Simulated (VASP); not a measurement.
Runs of VASP 6.6.1 on Pt. The structure is that of space group P6_3/mmc (No. 194), or close to it. The cells are those of the table. 

```tsv
cell	gap on the mesh (eV)	pressure (GPa)
a = 2.686, b = 2.686, c = 4.639 Å, angles 90.0, 90.0, 120.0°, 2 atoms	none	(a)
a = 2.776, b = 2.776, c = 4.794 Å, angles 90.0, 90.0, 120.0°, 2 atoms	none	-17.7
a = 2.753, b = 2.753, c = 4.756 Å, angles 90.0, 90.0, 120.0°, 2 atoms	none	-12.5
a = 2.640, b = 2.640, c = 4.560 Å, angles 90.0, 90.0, 120.0°, 2 atoms	none	29.4
```

Alike in all rows: task single point; level LDA; potentials or basis VASP PAW LDA potentials, release 64 (Pt); no spin polarisation; k mesh 18 × 18 × 10; cutoff (eV) 520; smearing gaussian 0.15 eV.

**Question.** Estimate the missing entries.

**Answer.** (a) 9.0.

Caveats: spin-orbit coupling is left out, which moves the levels of the heavy elements.

A k mesh can miss the band edges, and the runs leave out spin-orbit coupling on Pt.

A gap of «none» marks levels without a gap at the run's occupations.
